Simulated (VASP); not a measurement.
## SiC16: single point with PBE+D3(BJ)

System: SiC16, a slab with vacuum.

```
C Si
1.0
     4.92987    0.00000    0.00000
     0.00000    4.42243    0.00000
     0.00000    0.00000   22.69375
C Si
16 1
Direct
  0.25000 0.41553 0.17626
  0.75000 0.41553 0.17626
  0.00000 0.51956 0.20018
  0.50000 0.51956 0.20018
  0.00000 0.72722 0.24809
  0.50000 0.72722 0.24809
  0.25000 0.83125 0.27201
  0.75000 0.83125 0.27201
  0.25000 0.04421 0.31987
  0.75000 0.04421 0.31987
  0.00000 0.15008 0.34260
  0.50000 0.15008 0.34260
  0.00000 0.37798 0.39006
  0.50000 0.37798 0.39006
  0.25000 0.47642 0.40953
  0.75000 0.47642 0.40953
  0.25000 0.47642 0.53291
```

| Item | Value |
| --- | --- |
| Program | VASP 6.6.1 |
| Task | single point |
| Functional | PBE |
| Dispersion | D3(BJ) |
| Potentials or basis | VASP PAW PBE potentials, release 64 (C, Si) |
| Cutoff | 520 eV |
| k mesh | 6 × 6 × 1 |
| Occupations | gaussian, width 0.05 eV |
| Spin | collinear spin |
| Starting moments | [0.0, 0.0, 0.0, 0.0, 0.0, 0.0, 0.0, 0.0, 0.0, 0.0, 0.0, 0.0, 0.0, 0.0, 0.0, 0.0, 2.0] μB |

```yaml
Largest_force: 3.812 eV/Å
Net_moment: -2.58 μB per cell
Site_moments: C -0.64, +0.02, -0.08, +0.01, -0.01, -0.00, -0.04, -0.16, -0.50 (each value once); Si +0.31 μB
Valence_electrons_inside_the_program's_atomic_spheres: C 2.44, 2.63, 2.64, 2.65, 2.62, 2.66, 2.52, 2.51 (each value once); Si 1.46
Dispersion_energy_per_atom: -0.123 eV
```

Forces in eV/Å, atoms in the order of the input:
```
C    0.000  1.651  1.970
C    0.000  1.653  1.975
C   -0.001 -2.163 -2.581
C    0.001 -2.163 -2.581
C   -0.011  0.683  0.870
C    0.011  0.683  0.870
C    0.000 -0.152 -0.181
C    0.000 -0.165 -0.209
C    0.000 -0.101 -0.122
C    0.000 -0.175 -0.255
C   -0.250  0.484  0.147
C    0.250  0.484  0.147
C    0.061 -0.760 -1.040
C   -0.061 -0.760 -1.040
C    0.000  0.611  3.763
C    0.000 -0.140  0.541
Si   0.000  0.329 -2.274
```

Levels at points of the mesh, in eV from the Fermi level:
Spin up:
```
           k point  band 28  band 29  band 30  band 31  band 32  band 33  band 34  band 35  band 36  band 37
(0.00, 0.00, 0.00)    -2.43    -2.29    -1.90    -1.06     0.20     0.21     0.26     0.42     0.54     0.92
(0.50, 0.00, 0.00)    -3.71    -3.70    -2.05    -2.02    -0.91    -0.86     0.35     0.36     0.83     0.87
(0.00, 0.50, 0.00)    -2.78    -2.46    -2.14    -1.08    -0.80     0.26     0.32     0.41     0.44     0.68
(0.50, 0.50, 0.00)    -2.79    -2.76    -1.28    -1.18    -0.92    -0.48    -0.47     0.42     0.42     0.94
```
Spin down:
```
           k point  band 31  band 32  band 33  band 34  band 35  band 36  band 37  band 38  band 39  band 40
(0.00, 0.00, 0.00)    -2.08    -1.87    -1.81    -0.88    -0.52    -0.05     1.40     1.60     1.74     1.91
(0.50, 0.00, 0.00)    -2.49    -2.41    -2.37    -1.61    -1.01     0.54     1.57     2.01     2.06     2.33
(0.00, 0.50, 0.00)    -2.11    -2.06    -1.79    -0.80    -0.66    -0.15     0.25     1.72     2.00     2.44
(0.50, 0.50, 0.00)    -2.45    -1.62    -1.50    -1.43    -0.91     0.34     0.95     1.63     1.76     2.22
```

Wall time 30 min on 1 thread of Intel(R) Xeon(R) 6975P-C (Granite Rapids), on a shared host, peak memory 1.1 GiB.
